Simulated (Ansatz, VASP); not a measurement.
# MgO in VASP and in Ansatz

```
Mg O
1.0
     0.00000    2.18705    2.18705
     2.18705    0.00000    2.18705
     2.18705    2.18705    0.00000
Mg O
1 1
Direct
  0.00000 0.00000 0.00000
  0.50000 0.50000 0.50000
```

Alike in both runs: task single point; functional r2SCAN; k mesh 8 × 8 × 8; occupations fermi-dirac, width 0.05 eV; no spin polarisation.

|  | VASP | Ansatz |
| --- | --- | --- |
| version | VASP 6.6.1 | Ansatz 0.2.0 |
| potentials or method | VASP PAW PBE potentials, release 64 (Mg, O), cutoff 660 eV | PAW, plane waves, scalar-relativistic |
| valence electrons in the cell | 8 | 16 |

```tsv
	VASP	Ansatz	Ansatz less VASP
pressure (GPa)	-16.8	-15.5	+1.27
```

VASP's potentials were made for PBE, not for r2SCAN. VASP's potentials hold 8 valence electrons a cell and Ansatz's 16, so a difference there can come from the potentials and not from the codes.
